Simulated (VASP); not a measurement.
Crystal: VAu.

```
V Au
1.0
     1.41040    0.81430    4.61109
    -1.41040    0.81430    4.61109
     0.00000   -1.62859    4.61109
V Au
1 1
Direct
  0.50000 0.50000 0.50000
  0.00000 0.00000 0.00000
```

Base run:

| Item | Value |
| --- | --- |
| Program | VASP 6.6.1 |
| Functional | PBEsol |
| Potentials or basis | VASP PAW PBE potentials, release 64 (V_sv, Au) |
| Cutoff | 500 eV |
| k mesh | 14 × 14 × 14 |
| Occupations | fermi-dirac, width 0.05 eV |
| Spin | collinear spin, ferromagnetic start |
| Starting moments | [0.9, 0.0] μB |
| Fixed moment | 0.9 μB |

Its results: pressure -8.0 GPa; site moments V +0.71; Au +0.06 μB.

Problem. The run is repeated on the same cell with these changes: fixed moment from 0.9 μB to 1.2 μB; moments at the start from [0.9, 0.0] to [1.2, 0.0]. What comes out?

Solution. Pressure -6.9 GPa; site moments V +0.95; Au +0.07 μB.

Caveats: the cell stands under tension; the PAW data sets were made with another functional, which shifts forces and pressure a little; the total moment is fixed, so each spin has its own Fermi level.
